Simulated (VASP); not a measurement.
# GePt in VASP: further runs

Runs on GePt. Level: PBE. Tasks: single point.

Program: VASP 6.6.1. These are calculated values, not measurements. Logs are shortened: lines on timing, memory, paths and dates and some standing lists are left out, and cuts for length are marked.

**1. The cell of the first run**

The typed cell holds 2 atoms: a = 2.815 Å, b = 2.815 Å, c = 5.065 Å, α = 90.00°, β = 90.00°, γ = 120.00°.

**2. Single point, PBE**

INCAR

```
PREC     = Accurate       # precision mode
ENCUT    = 500            # plane-wave cutoff, eV
EDIFF    = 1E-6           # SCF threshold, eV
ISMEAR   = 0              # smearing method
SIGMA    = 0.2            # smearing width, eV
LREAL    = False          # projectors in reciprocal space
LASPH    = True           # aspherical terms in the spheres
NELM     = 120            # most SCF steps
ALGO     = Normal         # electronic algorithm
ISIF     = 2              # what is computed and relaxed
LWAVE    = False          # write WAVECAR
LCHARG   = False          # write CHGCAR
GGA      = PE             # functional
NBANDS   = 19             # bands
GGA_COMPAT= False
```

KPOINTS

```
Automatic mesh
0
Gamma
  8 8 4
```

POSCAR

```
GePt
1.0
    2.8146599208      0.0000000028      0.0000000000
   -1.4073299628      2.4375669930      0.0000000000
    0.0000000000      0.0000000000      5.0650494960
Ge Pt
1 1
Direct
    0.0000000000      0.0000000000      0.2059122676
    0.0000000000      0.0000000000      0.7060928624
```

Potentials or basis: VASP PAW PBE potentials, release 64 (Ge_d, Pt).

Started as:

```
> cat potpaw_PBE.64/Ge_d/POTCAR potpaw_PBE.64/Pt/POTCAR > POTCAR
> mpirun -np 1 vasp_std > vasp.out
```

OUTCAR:

```text
PREC = Accurate
   ENCUT = 500
   EDIFF = 1E-6
   ISMEAR = 0
   LREAL = False
   LASPH = True
   NELM = 120
   ISIF = 2
   GGA = PE

 ion  position               nearest neighbor table
   1  0.000  0.000  0.206-   2 2.53   2 2.53
   2  0.000  0.000  0.706-   1 2.53   1 2.53

  LATTYP: Found a hexagonal cell.
 ALAT       =     2.8146599208
 C/A-ratio  =     1.7995245033

  Lattice vectors:

 A1 = (   2.8146599208,   0.0000000028,   0.0000000000)
 A2 = (  -1.4073299628,   2.4375669930,   0.0000000000)
 A3 = (   0.0000000000,   0.0000000000,   5.0650494960)

Analysis of symmetry for initial positions (statically):
=====================================================================
 Subroutine PRICEL returns:
 Original cell was already a primitive cell.

 Routine SETGRP: Setting up the symmetry group for a
 hexagonal supercell.

 Subroutine GETGRP returns: Found 12 space group operations
 (whereof 12 operations were pure point group operations)
 out of a pool of 24 trial point group operations.

The static configuration has the point symmetry C_6v.

Analysis of symmetry for dynamics (positions and initial velocities):
=====================================================================
 Subroutine PRICEL returns:
 Original cell was already a primitive cell.

 Routine SETGRP: Setting up the symmetry group for a
 hexagonal supercell.

 Subroutine GETGRP returns: Found 12 space group operations
 (whereof 12 operations were pure point group operations)
 out of a pool of 24 trial point group operations.

The dynamic configuration has the point symmetry C_6v.

 Subroutine INISYM returns: Found 12 space group operations
 (whereof 12 operations are pure point group operations),
 and found     1 'primitive' translations

----------------------------------------------------------------------------------------

                                     Primitive cell

  volume of cell :      34.7509

  direct lattice vectors                    reciprocal lattice vectors
     2.814659921  0.000000003  0.000000000     0.355282708  0.205122568  0.000000000
    -1.407329963  2.437566993  0.000000000    -0.000000000  0.410245135  0.000000000
     0.000000000  0.000000000  5.065049496     0.000000000  0.000000000  0.197431437

  length of vectors
     2.814659921  2.814659921  5.065049496     0.410245135  0.410245135  0.197431437

  position of ions in fractional coordinates (direct lattice)
[... 77 lines left out ...]
   ENCUT  =  500.0 eV  36.75 Ry    6.06 a.u.   5.13  5.13  9.23*2*pi/ulx,y,z
   NELM   =    120;   NELMIN=  2; NELMDL= -5     # of ELM steps
   EDIFF  = 0.1E-05   stopping-criterion for ELM
   LREAL  =      F    real-space projection
   EDIFFG = 0.1E-04   stopping-criterion for IOM
   NSW    =      0    number of steps for IOM
   IBRION =     -1    ionic relax: 0-MD 1-quasi-New 2-CG
   NFREE  =      0    steps in history (QN), initial steepest desc. (CG)
   ISIF   =      2    stress and relaxation
   ISYM   =      2    0-nonsym 1-usesym 2-fastsym
   POTIM  = 0.5000    time-step for ionic-motion
   TEBEG  =    0.0;   TEEND  =   0.0 temperature during run
   PSTRESS=    0.0 pullay stress
   NELECT =      24.0000    total number of electrons
   NUPDOWN=      -1.0000    fix difference up-down
   EMIN   =  10.00;   EMAX   =-10.00  energy-range for DOS
   EFERMI =   0.00;   METHOD = LEGACY
   ISMEAR =     0;   SIGMA  =   0.20  broadening in eV -4-tet -1-fermi 0-gaus
   EFERMI_NEDOS =   21; number of points for ismear=-14 and -15
   IALGO  =     38    algorithm
   IMIX   =      4    mixing-type and parameters
     AMIX     =   0.40;   BMIX     =  1.00
     AMIX_MAG =   1.60;   BMIX_MAG =  1.00
  volume/ion in A,a.u.               =      17.38       117.26
  Fermi-wavevector in a.u.,A,eV,Ry     =   1.447071  2.734568 28.490798  2.094015
  Thomas-Fermi vector in A             =   2.565068
   LORBIT       =      0    0 simple, 1 ext, 2 COOP (PROOUT), +10 PAW based schemes
   GGA     = PE    functional components
   LHFCALC =     F    Hartree Fock is set to
   AEXX    =    0.0000 exact exchange contribution
   IVDW    =     0    specifies the selected vdW correction
   LEPSILON=     F    determine dielectric tensor
   LRPA    =     F    only Hartree local field effects (RPA)
 non-spin polarized calculation
 Gauss-broadening in eV      SIGMA  =   0.20
  energy-cutoff  :      500.00
  volume of cell :       34.75
 maximum number of plane-waves:       893
 NGX is ok and might be reduce to    24
   NGX = 11   NGY = 11   NGZ = 19

 number of electron      24.0000003 magnetization

 Free energy of the ion-electron system (eV)
  ---------------------------------------------------
  ext. energy  EPLUGINS =         0.00000000
  ---------------------------------------------------
  free energy    TOTEN  =       -10.60866925 eV

  energy without entropy =      -10.57514748  energy(sigma->0) =      -10.59190837

 E-fermi :   8.1523     XC(G=0): -12.1088

 val. band max:        8.1213920036   @ k =   0.2500   0.1250   0.0000
 cond. band min:       8.1829033277   @ k =   0.3750  -0.0000   0.0000
 fundamental gap:      0.0615113241
 Fermi energy:         8.1522584140

 k-point     1 :       0.0000    0.0000    0.0000
  band No.  band energies     occupation
      1     -16.6163      2.00000
      2     -16.6163      2.00000
      3     -16.5907      2.00000
      4     -16.4647      2.00000
      5     -16.4647      2.00000
      6      -4.3805      2.00000
[... 505 lines left out ...]
      6      -0.4507      2.00000
[... 11 lines left out ...]
     18      18.3009      0.00000
     19      21.8219      0.00000

 [... further k-points ...]

------------------------ aborting loop because EDIFF is reached ----------------------------------------

  FORCE on cell =-STRESS in cart. coord.  units (eV):
  Direction    XX          YY          ZZ          XY          YZ          ZX
  --------------------------------------------------------------------------------------
  -------------------------------------------------------------------------------------
  Total       -0.0690117     -0.0690117      0.0123490     -0.0000000     -0.0000000      0.0000000
  in kB       -3.1817590     -3.1817590      0.5693468     -0.0000000     -0.0000000      0.0000000
  external PRESSURE =      -1.9313904 kB  Pullay stress =       0.0000000 kB

 VOLUME and BASIS-vectors are now :
 -----------------------------------------------------------------------------
  energy-cutoff  :      500.00
  volume of cell :       34.75
      direct lattice vectors                 reciprocal lattice vectors
     2.814659921  0.000000003  0.000000000     0.355282708  0.205122568  0.000000000
    -1.407329963  2.437566993  0.000000000    -0.000000000  0.410245135  0.000000000
     0.000000000  0.000000000  5.065049496     0.000000000  0.000000000  0.197431437

 POSITION                                       TOTAL-FORCE (eV/Angst)
 -----------------------------------------------------------------------------------
      0.00000      0.00000      1.04296        -0.000000      0.000000      0.005086
      0.00000      0.00000      3.57640         0.000000     -0.000000     -0.005086
 -----------------------------------------------------------------------------------
    total drift:                               -0.000000     -0.000000      0.000136

  FREE ENERGIE OF THE ION-ELECTRON SYSTEM (eV)
  ---------------------------------------------------
  free  energy   TOTEN  =       -10.6086692546 eV

  energy  without entropy=      -10.5751474842  energy(sigma->0) =      -10.59190837
```

OSZICAR:

```text
N       E                     dE             d eps       ncg     rms          rms(c)
DAV:   1     0.163660701207E+03    0.16366E+03   -0.11648E+04  1328   0.304E+03
DAV:   2     0.624879240522E+01   -0.15741E+03   -0.15068E+03  1159   0.571E+02
DAV:   3    -0.107123606199E+02   -0.16961E+02   -0.16760E+02  1285   0.109E+02
DAV:   4    -0.110980110640E+02   -0.38565E+00   -0.38540E+00  1315   0.166E+01
DAV:   5    -0.111045783439E+02   -0.65673E-02   -0.65669E-02  1267   0.237E+00    0.850E+00
DAV:   6    -0.109491295204E+02    0.15545E+00   -0.71048E+00  1248   0.108E+01    0.656E+00
DAV:   7    -0.106295616009E+02    0.31957E+00   -0.12470E+00  1343   0.679E+00    0.300E+00
DAV:   8    -0.106147006257E+02    0.14861E-01   -0.91579E-02  1464   0.224E+00    0.655E-01
DAV:   9    -0.106098825767E+02    0.48180E-02   -0.12959E-02  1354   0.736E-01    0.395E-01
DAV:  10    -0.106090777534E+02    0.80482E-03   -0.11727E-03  1491   0.499E-01    0.134E-01
DAV:  11    -0.106086769208E+02    0.40083E-03   -0.14507E-03  1463   0.259E-01    0.237E-02
DAV:  12    -0.106086689958E+02    0.79250E-05   -0.64746E-05  1489   0.115E-01    0.897E-03
DAV:  13    -0.106086692546E+02   -0.25872E-06   -0.15868E-06   994   0.832E-03
   1 F= -.10608669E+02 E0= -.10591908E+02  d E =-.335218E-01
```

stdout:

```text
POSCAR found type information on POSCAR GePt
 POSCAR found :  2 types and       2 ions
 scaLAPACK will be used
 LDA part: xc-table for (Slater+PW92), standard interpolation
 POSCAR, INCAR and KPOINTS ok, starting setup
 FFT: planning ... GRIDC
 FFT: planning ... GRID_SOFT
 FFT: planning ... GRID
 WAVECAR not read
 entering main loop
```

Run time: 13 s. Hardware: 1 thread of Intel Xeon 6975P-C, shared host; peak memory 0.17 GiB.

What came out:

- Free energy: -10.6087 eV
- Pressure: -0.2 GPa
- Largest force: 0.005 eV/Å
- Band gap on the k mesh: zero (band 12 reaches 8.74 eV, above the bottom of band 13 at 7.11 eV)

Forces on the atoms (eV/Å):
```
Ge   0.000  0.000  0.005
Pt   0.000  0.000 -0.005
```

Levels at points of the mesh, in eV from the Fermi level:
```csv
k point,band 8,band 9,band 10,band 11,band 12,band 13,band 14,band 15,band 16,band 17
"(0.00, 0.00, 0.00)",-3.95,-2.81,-2.81,-1.36,-1.04,-1.04,9.84,9.84,11.87,15.04
"(0.50, 0.00, 0.00)",-4.78,-4.29,-1.66,-0.17,0.46,0.67,3.00,5.40,6.25,8.66
"(0.00, 0.00, 0.50)",-5.35,-2.80,-2.80,-1.11,-1.11,4.68,6.50,10.49,10.49,15.32
"(0.50, 0.00, 0.50)",-5.44,-4.21,-1.88,-1.80,0.46,0.81,3.48,6.21,9.69,10.40
```

Caveat: spin-orbit coupling is left out, which moves the levels of the heavy elements.

**3. Single point, PBE**

This run uses another cell than the first one, of 17.32 Å³/atom, 0.997 times its volume.

INCAR

```
PREC = Accurate
ENCUT = 500
EDIFF = 1E-6
ISMEAR = 0
SIGMA = 0.2
LREAL = F
LASPH = T
NELM = 120
ALGO = Normal
ISIF = 2
LWAVE = F
LCHARG = F
GGA = PE
NBANDS = 19
GGA_COMPAT = F
```

KPOINTS

```
regular mesh
0
Gamma
  8 8 4
```

POSCAR

```
GePt
1.0
    2.8057139477      0.0000000000      0.0000000000
   -1.4028569739      2.4298195545      0.0000000000
    0.0000000000      0.0000000000      5.0815111071
Ge Pt
1 1
Direct
    0.0000000000      0.0000000000      0.0000000000
    0.0000000000      0.0000000000      0.5000000000
```

Potentials or basis: VASP PAW PBE potentials, release 64 (Ge_d, Pt).

Started as:

```
> cat potpaw_PBE.64/Ge_d/POTCAR potpaw_PBE.64/Pt/POTCAR > POTCAR
> mpirun -np 1 vasp_std > vasp.out
```

OUTCAR:

```text
PREC = Accurate
   ENCUT = 500
   EDIFF = 1E-6
   ISMEAR = 0
   LREAL = F
   LASPH = T
   NELM = 120
   ISIF = 2
   GGA = PE

 ion  position               nearest neighbor table
   1  0.000  0.000  0.000-   2 2.54   2 2.54
   2  0.000  0.000  0.500-   1 2.54   1 2.54

  LATTYP: Found a hexagonal cell.
 ALAT       =     2.8057139477
 C/A-ratio  =     1.8111294315

  Lattice vectors:

 A1 = (   2.8057139477,   0.0000000000,   0.0000000000)
 A2 = (  -1.4028569739,   2.4298195545,   0.0000000000)
 A3 = (   0.0000000000,   0.0000000000,   5.0815111071)

Analysis of symmetry for initial positions (statically):
=====================================================================
 Subroutine PRICEL returns:
 Original cell was already a primitive cell.

 Routine SETGRP: Setting up the symmetry group for a
 hexagonal supercell.

 Subroutine GETGRP returns: Found 24 space group operations
 (whereof 24 operations were pure point group operations)
 out of a pool of 24 trial point group operations.

The static configuration has the point symmetry D_6h.

Analysis of symmetry for dynamics (positions and initial velocities):
=====================================================================
 Subroutine PRICEL returns:
 Original cell was already a primitive cell.

 Routine SETGRP: Setting up the symmetry group for a
 hexagonal supercell.

 Subroutine GETGRP returns: Found 24 space group operations
 (whereof 24 operations were pure point group operations)
 out of a pool of 24 trial point group operations.

The dynamic configuration has the point symmetry D_6h.

 Subroutine INISYM returns: Found 24 space group operations
 (whereof 24 operations are pure point group operations),
[... 106 lines left out ...]
   PSTRESS=    0.0 pullay stress
   NELECT =      24.0000    total number of electrons
   NUPDOWN=      -1.0000    fix difference up-down
   EMIN   =  10.00;   EMAX   =-10.00  energy-range for DOS
   EFERMI =   0.00;   METHOD = LEGACY
   ISMEAR =     0;   SIGMA  =   0.20  broadening in eV -4-tet -1-fermi 0-gaus
   EFERMI_NEDOS =   21; number of points for ismear=-14 and -15
   IALGO  =     38    algorithm
   IMIX   =      4    mixing-type and parameters
     AMIX     =   0.40;   BMIX     =  1.00
     AMIX_MAG =   1.60;   BMIX_MAG =  1.00
  volume/ion in A,a.u.               =      17.32       116.89
  Fermi-wavevector in a.u.,A,eV,Ry     =   1.448578  2.737415 28.550160  2.098378
  Thomas-Fermi vector in A             =   2.566403
   LORBIT       =      0    0 simple, 1 ext, 2 COOP (PROOUT), +10 PAW based schemes
   GGA     = PE    functional components
   LHFCALC =     F    Hartree Fock is set to
   AEXX    =    0.0000 exact exchange contribution
   IVDW    =     0    specifies the selected vdW correction
   LEPSILON=     F    determine dielectric tensor
   LRPA    =     F    only Hartree local field effects (RPA)
 non-spin polarized calculation
 Gauss-broadening in eV      SIGMA  =   0.20
  energy-cutoff  :      500.00
  volume of cell :       34.64
 maximum number of plane-waves:       889
   NGX = 11   NGY = 11   NGZ = 19

 number of electron      24.0000011 magnetization

 Free energy of the ion-electron system (eV)
  ---------------------------------------------------
  ext. energy  EPLUGINS =         0.00000000
  ---------------------------------------------------
  free energy    TOTEN  =       -10.60829084 eV

  energy without entropy =      -10.57397798  energy(sigma->0) =      -10.59113441

 E-fermi :   8.1935     XC(G=0): -12.1262

 val. band max:        8.1617820158   @ k =   0.2500   0.1250   0.0000
 cond. band min:       8.2165492218   @ k =   0.3750   0.0000   0.0000
 fundamental gap:      0.0547672059
 Fermi energy:         8.1934850618

 k-point     1 :       0.0000    0.0000    0.0000
  band No.  band energies     occupation
      1     -16.5735      2.00000
      2     -16.5735      2.00000
      3     -16.5500      2.00000
      4     -16.4212      2.00000
      5     -16.4212      2.00000
      6      -4.3709      2.00000
[... 505 lines left out ...]
      6      -0.4257      2.00000
[... 11 lines left out ...]
     18      18.3933      0.00000
     19      21.9597      0.00000

 [... further k-points ...]

------------------------ aborting loop because EDIFF is reached ----------------------------------------

  FORCE on cell =-STRESS in cart. coord.  units (eV):
  Direction    XX          YY          ZZ          XY          YZ          ZX
  --------------------------------------------------------------------------------------
  -------------------------------------------------------------------------------------
  Total        0.1029262      0.1029262     -0.0850683     -0.0000000     -0.0000000      0.0000000
  in kB        4.7602097      4.7602097     -3.9343031     -0.0000000     -0.0000000      0.0000000
  external PRESSURE =       1.8620388 kB  Pullay stress =       0.0000000 kB

 VOLUME and BASIS-vectors are now :
 -----------------------------------------------------------------------------
  energy-cutoff  :      500.00
  volume of cell :       34.64
      direct lattice vectors                 reciprocal lattice vectors
     2.805713948  0.000000000  0.000000000     0.356415522  0.205776597  0.000000000
    -1.402856974  2.429819554  0.000000000     0.000000000  0.411553195  0.000000000
     0.000000000  0.000000000  5.081511107     0.000000000  0.000000000  0.196791856

 POSITION                                       TOTAL-FORCE (eV/Angst)
 -----------------------------------------------------------------------------------
      0.00000      0.00000      0.00000         0.000000      0.000000      0.000000
      0.00000      0.00000      2.54076         0.000000      0.000000      0.000000
 -----------------------------------------------------------------------------------
    total drift:                               -0.000000      0.000000     -0.000000

  FREE ENERGIE OF THE ION-ELECTRON SYSTEM (eV)
  ---------------------------------------------------
  free  energy   TOTEN  =       -10.6082908394 eV

  energy  without entropy=      -10.5739779768  energy(sigma->0) =      -10.59113441
```

stdout:

```text
POSCAR found type information on POSCAR GePt
 POSCAR found :  2 types and       2 ions
 scaLAPACK will be used
 LDA part: xc-table for (Slater+PW92), standard interpolation
 POSCAR, INCAR and KPOINTS ok, starting setup
 FFT: planning ... GRIDC
 FFT: planning ... GRID_SOFT
 FFT: planning ... GRID
 WAVECAR not read
 entering main loop
```

Run time: 14 s. Hardware: 1 thread of Intel Xeon 6975P-C, shared host; peak memory 0.15 GiB.

Results:

- Free energy: -10.6083 eV
- Pressure: 0.2 GPa
- Band gap on the k mesh: zero (band 12 reaches 8.79 eV, above the bottom of band 13 at 7.17 eV)

Caveat: spin-orbit coupling is left out, which moves the levels of the heavy elements.
